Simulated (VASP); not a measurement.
# Ga3Se (P4/mmm) in VASP: notebook, part 2 of 2

VASP 6.6.1. Earlier steps stand in the parts before.

**3. Single point, PBEsol+D3(BJ)**

This run uses another cell than the first one, of the same volume but with other edges.

File INCAR:

```
PREC = Accurate ; ENCUT = 520
EDIFF = 1E-6 ; ISMEAR = 0
SIGMA = 0.15 ; LREAL = F
LASPH = T ; NELM = 80
ALGO = Normal ; ISIF = 2
LWAVE = F ; LCHARG = F
GGA = PS ; IVDW = 12
NBANDS = 30
```

File KPOINTS:

```
Automatic mesh
0
Gamma
  12 12 12
```

File POSCAR:

```
Ga3Se
1.0
    3.7641636717      0.0000000000      0.0000000000
    0.0000000000      3.7641636717      0.0000000000
    0.0000000000      0.0000000000      5.3225274318
Ga Se
3 1
Direct
    0.0000000000      0.5000000000      0.5000000000
    0.5000000000      0.0000000000      0.5000000000
    0.5000000000      0.5000000000      0.0000000000
    0.0000000000      0.0000000000      0.0000000000
```

Potentials or basis: VASP PAW PBE potentials, release 64 (Ga_d, Se).

The run is started by

```bash
> cat potpaw_PBE.64/Ga_d/POTCAR potpaw_PBE.64/Se/POTCAR > POTCAR
> mpirun -np 1 vasp_std > vasp.out
```

OUTCAR:

```text
PREC = Accurate
   ENCUT = 520
   EDIFF = 1E-6
   ISMEAR = 0
   LREAL = F
   LASPH = T
   NELM = 80
   ISIF = 2
   GGA = PS
   IVDW = 12
 IVDW          = 12

 ion  position               nearest neighbor table
   1  0.000  0.500  0.500-   2 2.66   2 2.66   2 2.66   2 2.66
   2  0.500  0.000  0.500-   1 2.66   1 2.66   1 2.66   1 2.66
   3  0.500  0.500  0.000-   4 2.66   4 2.66   4 2.66   4 2.66
   4  0.000  0.000  0.000-   3 2.66   3 2.66   3 2.66   3 2.66

  LATTYP: Found a simple tetragonal cell.
 ALAT       =     3.7641636717
 C/A-ratio  =     1.4140000000

  Lattice vectors:

 A1 = (   3.7641636717,   0.0000000000,   0.0000000000)
 A2 = (   0.0000000000,   3.7641636717,   0.0000000000)
 A3 = (   0.0000000000,   0.0000000000,   5.3225274318)

Analysis of symmetry for initial positions (statically):
=====================================================================
 Subroutine PRICEL returns:
 Original cell was already a primitive cell.

 Routine SETGRP: Setting up the symmetry group for a
 simple tetragonal supercell.

 Subroutine GETGRP returns: Found 16 space group operations
 (whereof 16 operations were pure point group operations)
 out of a pool of 16 trial point group operations.

The static configuration has the point symmetry D_4h.

Analysis of symmetry for dynamics (positions and initial velocities):
=====================================================================
 Subroutine PRICEL returns:
 Original cell was already a primitive cell.

 Routine SETGRP: Setting up the symmetry group for a
 simple tetragonal supercell.

 Subroutine GETGRP returns: Found 16 space group operations
 (whereof 16 operations were pure point group operations)
 out of a pool of 16 trial point group operations.

The dynamic configuration has the point symmetry D_4h.

 Subroutine INISYM returns: Found 16 space group operations
 (whereof 16 operations are pure point group operations),
 and found     1 'primitive' translations

----------------------------------------------------------------------------------------

                                     Primitive cell

  volume of cell :      75.4145

  direct lattice vectors                    reciprocal lattice vectors
     3.764163672  0.000000000  0.000000000     0.265663262  0.000000000  0.000000000
     0.000000000  3.764163672  0.000000000     0.000000000  0.265663262  0.000000000
     0.000000000  0.000000000  5.322527432     0.000000000  0.000000000  0.187880666

  length of vectors
     3.764163672  3.764163672  5.322527432     0.265663262  0.265663262  0.187880666

  position of ions in fractional coordinates (direct lattice)
     0.000000000  0.500000000  0.500000000
     0.500000000  0.000000000  0.500000000
     0.500000000  0.500000000  0.000000000
     0.000000000  0.000000000  0.000000000

  ion indices of the primitive-cell ions
   primitive index   ion index
                 1           1
                 2           2
                 3           3
                 4           4

----------------------------------------------------------------------------------------

 KPOINTS: Automatic mesh

Automatic generation of k-mesh.
 Grid dimensions read from file:
 generate k-points for:   12   12   12

 Generating k-lattice:

  Cartesian coordinates                     Fractional coordinates (reciprocal lattice)
     0.022138605  0.000000000  0.000000000     0.083333333  0.000000000  0.000000000
     0.000000000  0.022138605  0.000000000     0.000000000  0.083333333  0.000000000
     0.000000000  0.000000000  0.015656722     0.000000000  0.000000000  0.083333333

  Length of vectors
     0.022138605  0.022138605  0.015656722

  Shift w.r.t. Gamma in fractional coordinates (k-lattice)
     0.000000000  0.000000000  0.000000000

 Subroutine IBZKPT returns following result:
 ===========================================

 Found    196 irreducible k-points:

 Following reciprocal coordinates:
            Coordinates               Weight
  0.000000  0.000000  0.000000      1.000000
  0.083333  0.000000  0.000000      4.000000
  0.166667  0.000000  0.000000      4.000000
  0.250000  0.000000  0.000000      4.000000
  0.333333  0.000000  0.000000      4.000000
  0.416667  0.000000  0.000000      4.000000
[... 16 lines left out ...]
  0.333333  0.333333  0.000000      4.000000
  0.416667  0.333333  0.000000      8.000000
 [... further k-points ...]
   k-points           NKPTS =    196   k-points in BZ     NKDIM =    196   number of bands    NBANDS=     30
   number of dos      NEDOS =    301   number of ions     NIONS =      4
   total plane-waves  NPLWV =  31360
   dimension x,y,z NGX =    28 NGY =   28 NGZ =   40
   dimension x,y,z NGXF=    56 NGYF=   56 NGZF=   80
   ions per type =               3   1
   NGX,Y,Z   is equivalent  to a cutoff of  12.37, 12.37, 12.49 a.u.
   NGXF,Y,Z  is equivalent  to a cutoff of  24.73, 24.73, 24.99 a.u.
 SYSTEM =  unknown system
   PREC   = accura    normal or accurate (medium, high low for compatibility)
   ISTART =      0    job   : 0-new  1-cont  2-samecut
   ICHARG =      2    charge: 1-file 2-atom 10-const
   ISPIN  =      1    spin polarized calculation?
   LNONCOLLINEAR =      F non collinear calculations
   LSORBIT =      F    spin-orbit coupling
   LASPH  =      T    aspherical Exc in radial PAW
   ENCUT  =  520.0 eV  38.22 Ry    6.18 a.u.   7.00  7.00  9.90*2*pi/ulx,y,z
   NELM   =     80;   NELMIN=  2; NELMDL= -5     # of ELM steps
   EDIFF  = 0.1E-05   stopping-criterion for ELM
   LREAL  =      F    real-space projection
   EDIFFG = 0.1E-04   stopping-criterion for IOM
   NSW    =      0    number of steps for IOM
   IBRION =     -1    ionic relax: 0-MD 1-quasi-New 2-CG
   NFREE  =      0    steps in history (QN), initial steepest desc. (CG)
   ISIF   =      2    stress and relaxation
   ISYM   =      2    0-nonsym 1-usesym 2-fastsym
   POTIM  = 0.5000    time-step for ionic-motion
   TEBEG  =    0.0;   TEEND  =   0.0 temperature during run
   PSTRESS=    0.0 pullay stress
   NELECT =      45.0000    total number of electrons
   NUPDOWN=      -1.0000    fix difference up-down
   EMIN   =  10.00;   EMAX   =-10.00  energy-range for DOS
   EFERMI =   0.00;   METHOD = LEGACY
   ISMEAR =     0;   SIGMA  =   0.15  broadening in eV -4-tet -1-fermi 0-gaus
   EFERMI_NEDOS =   21; number of points for ismear=-14 and -15
   IALGO  =     38    algorithm
   IMIX   =      4    mixing-type and parameters
     AMIX     =   0.40;   BMIX     =  1.00
     AMIX_MAG =   1.60;   BMIX_MAG =  1.00
  volume/ion in A,a.u.               =      18.85       127.23
  Fermi-wavevector in a.u.,A,eV,Ry     =   1.378248  2.604511 25.845185  1.899568
  Thomas-Fermi vector in A             =   2.503327
   LORBIT       =      0    0 simple, 1 ext, 2 COOP (PROOUT), +10 PAW based schemes
   GGA     = PS    functional components
   LHFCALC =     F    Hartree Fock is set to
   AEXX    =    0.0000 exact exchange contribution
   IVDW    =    12    specifies the selected vdW correction
   LEPSILON=     F    determine dielectric tensor
   LRPA    =     F    only Hartree local field effects (RPA)
 non-spin polarized calculation
 Gauss-broadening in eV      SIGMA  =   0.15
  energy-cutoff  :      520.00
  volume of cell :       75.41
 maximum number of plane-waves:      2072
 NGX is ok and might be reduce to    28

 number of electron      45.0000010 magnetization

 Free energy of the ion-electron system (eV)
  ---------------------------------------------------
  ext. energy  EPLUGINS =         0.00000000
  ---------------------------------------------------
  free energy    TOTEN  =       -13.85885397 eV

  energy without entropy =      -13.83393190  energy(sigma->0) =      -13.84639293

 E-fermi :   5.7834     XC(G=0): -11.0773

 val. band max:        5.7827937841   @ k =   0.4167   0.0000   0.5000
 cond. band min:       5.7852219778   @ k =   0.3333   0.0000   0.3333
 fundamental gap:      0.0024281937
 Fermi energy:         5.7833659707

 k-point     1 :       0.0000    0.0000    0.0000
  band No.  band energies     occupation
      1      -9.5497      2.00000
      2      -9.4720      2.00000
      3      -9.3404      2.00000
      4      -9.2705      2.00000
      5      -9.2559      2.00000
      6      -9.2559      2.00000
[... 781 lines left out ...]
     29      13.9744      0.00000
     30      16.3816      0.00000

 [... further k-points ...]

------------------------ aborting loop because EDIFF is reached ----------------------------------------

 Edisp (eV)   -1.29346

 E8    (eV) :    -0.8751

  FORCE on cell =-STRESS in cart. coord.  units (eV):
  Direction    XX          YY          ZZ          XY          YZ          ZX
  --------------------------------------------------------------------------------------
  -------------------------------------------------------------------------------------
  Total       0.40358     0.40358    -0.76932     0.00000     0.00000     0.00000
  in kB       8.57406     8.57406   -16.34426     0.00000     0.00000     0.00000
  external pressure =        0.27 kB  Pullay stress =        0.00 kB

 VOLUME and BASIS-vectors are now :
 -----------------------------------------------------------------------------
  energy-cutoff  :      520.00
  volume of cell :       75.41
      direct lattice vectors                 reciprocal lattice vectors
     3.764163672  0.000000000  0.000000000     0.265663262  0.000000000  0.000000000
     0.000000000  3.764163672  0.000000000     0.000000000  0.265663262  0.000000000
     0.000000000  0.000000000  5.322527432     0.000000000  0.000000000  0.187880666

 POSITION                                       TOTAL-FORCE (eV/Angst)
 -----------------------------------------------------------------------------------
      0.00000      1.88208      2.66126         0.000000      0.000000      0.000000
      1.88208      0.00000      2.66126         0.000000      0.000000      0.000000
      1.88208      1.88208      0.00000         0.000000      0.000000      0.000000
      0.00000      0.00000      0.00000         0.000000      0.000000      0.000000
 -----------------------------------------------------------------------------------
    total drift:                                0.000000      0.000000      0.000000

  FREE ENERGIE OF THE ION-ELECTRON SYSTEM (eV)
  ---------------------------------------------------
  free  energy   TOTEN  =       -15.1523189382 eV

  energy  without entropy=      -15.1273968630  energy(sigma->0) =      -15.13985790
```

OSZICAR:

```text
N       E                     dE             d eps       ncg     rms          rms(c)
DAV:   1     0.316307280483E+03    0.31631E+03   -0.21706E+04 12188   0.259E+03
DAV:   2     0.258119302719E+02   -0.29050E+03   -0.28097E+03 12050   0.526E+02
DAV:   3    -0.125114354729E+02   -0.38323E+02   -0.37072E+02 13520   0.142E+02
DAV:   4    -0.139853357550E+02   -0.14739E+01   -0.14610E+01 14044   0.289E+01
DAV:   5    -0.140184844845E+02   -0.33149E-01   -0.33119E-01 13262   0.434E+00    0.420E+00
DAV:   6    -0.138841268100E+02    0.13436E+00   -0.24503E-01 15466   0.103E+01    0.249E+00
DAV:   7    -0.138608275453E+02    0.23299E-01   -0.10954E-01 15122   0.380E+00    0.534E-01
DAV:   8    -0.138586343864E+02    0.21932E-02   -0.21872E-02 14110   0.317E+00    0.103E-01
DAV:   9    -0.138587827103E+02   -0.14832E-03   -0.42462E-03 14628   0.182E+00    0.712E-02
DAV:  10    -0.138588420682E+02   -0.59358E-04   -0.82613E-04 13974   0.408E-01    0.450E-02
DAV:  11    -0.138588554564E+02   -0.13388E-04   -0.15494E-04 14814   0.132E-01    0.191E-02
DAV:  12    -0.138588536390E+02    0.18174E-05   -0.19519E-05 14928   0.182E-01    0.542E-03
DAV:  13    -0.138588539711E+02   -0.33217E-06   -0.64171E-06 13894   0.466E-02
   1 F= -.15152319E+02 E0= -.15139858E+02  d E =-.249221E-01
```

stdout:

```text
POSCAR found type information on POSCAR GaSe
 POSCAR found :  2 types and       4 ions
 scaLAPACK will be used
 -----------------------------------------------------------------------------
|                                                                             |
|                                                                             |
|     You enforced a specific xc type in the INCAR file but a different       |
|     I HOPE YOU KNOW WHAT YOU ARE DOING!                                     |
|                                                                             |
 -----------------------------------------------------------------------------

 LDA part: xc-table for (Slater+PW92), standard interpolation
 POSCAR, INCAR and KPOINTS ok, starting setup
 FFT: planning ... GRIDC
 FFT: planning ... GRID_SOFT
 FFT: planning ... GRID
 WAVECAR not read
 entering main loop
```

Run time: 8.3 min. Hardware: 1 thread of AMD EPYC 7R13, shared host; peak memory 0.43 GiB.

What came out:

```
Free energy                : -15.1523 eV
Pressure                   : 0.0 GPa
Band gap on the k mesh     : zero (an odd number of electrons rules out a gap without spin polarisation)
Dispersion energy per atom : -0.323 eV
```

Caveat: the PAW data sets were made with another functional, which shifts forces and pressure a little.

**4. Single point, PBEsol+D3(BJ)**

This run uses another cell than the first one, of the same volume but with other edges.

File INCAR:

```
PREC = Accurate
ENCUT = 520
EDIFF = 1E-7
ISMEAR = 0
SIGMA = 0.15
LREAL = False
LASPH = True
NELM = 80
ALGO = Normal
ISIF = 2
LWAVE = False
LCHARG = False
GGA = PS
IVDW = 12
NBANDS = 30
```

File KPOINTS:

```
regular mesh
0
Gamma
  12 12 12
```

File POSCAR:

```
Ga3Se
1.0
    4.4601075045      0.0000000000      0.0000000000
    0.0000000000      4.4601075045      0.0000000000
    0.0000000000      0.0000000000      3.7910913788
Ga Se
3 1
Direct
    0.0000000000      0.5000000000      0.5000000000
    0.5000000000      0.0000000000      0.5000000000
    0.5000000000      0.5000000000      0.0000000000
    0.0000000000      0.0000000000      0.0000000000
```

The run is started by

```bash
> cat potpaw_PBE.64/Ga_d/POTCAR potpaw_PBE.64/Se/POTCAR > POTCAR
> mpirun -np 1 vasp_std > vasp.out
```

Wall time 11 min (1 thread of AMD EPYC 7R13, shared host); peak memory 0.44 GiB.

It converged, with:

- Free energy: -15.3031 eV
- Pressure: -0.6 GPa
- Band gap on the k mesh: zero (an odd number of electrons rules out a gap without spin polarisation)
- Dispersion energy per atom: -0.324 eV

Stress tensor (GPa, compression positive):
```
-0.56  0.00  0.00
 0.00 -0.56  0.00
 0.00  0.00 -0.72
```

Levels at points of the mesh, in eV from the Fermi level:
```csv
k point,band 20,band 21,band 22,band 23,band 24,band 25,band 26,band 27
"(0.00, 0.00, 0.00)",-3.64,-3.13,-1.30,1.22,1.22,2.49,5.43,5.44
"(0.50, 0.00, 0.00)",-2.51,-2.34,-1.33,0.36,0.89,1.67,4.30,4.79
"(0.50, 0.50, 0.00)",-1.77,0.35,0.69,0.69,2.76,2.76,3.14,3.74
"(0.00, 0.00, 0.50)",-3.17,-2.15,-1.62,-0.55,-0.55,0.25,3.82,3.82
"(0.50, 0.00, 0.50)",-2.59,-1.41,-1.06,-0.86,0.99,1.21,1.37,1.67
"(0.50, 0.50, 0.50)",-5.09,-5.09,-5.03,-3.98,3.73,3.73,6.00,8.18
```

Caveat: the PAW data sets were made with another functional, which shifts forces and pressure a little.

**5. Summary**

| cell | gap on the mesh (eV) | pressure (GPa) |
| --- | --- | --- |
| a = 4.743, b = 4.743, c = 3.353 Å, 4 atoms | none | -2.0 |
| a = 3.764, b = 3.764, c = 5.323 Å, 4 atoms | none | 0.0 |
| a = 4.460, b = 4.460, c = 3.791 Å, 4 atoms | none | -0.6 |

Alike in all rows: task single point; level PBEsol+D3(BJ); potentials or basis VASP PAW PBE potentials, release 64 (Ga_d, Se); no spin polarisation; k mesh 12 × 12 × 12; cutoff (eV) 520; smearing gaussian 0.15 eV.

Caveats: the PAW data sets were made with another functional, which shifts forces and pressure a little.

Total energies depend on the potentials used, so only differences within one code and one set of settings carry meaning.

The gap in the log of VASP goes by the Fermi energy; the results here count the filled bands.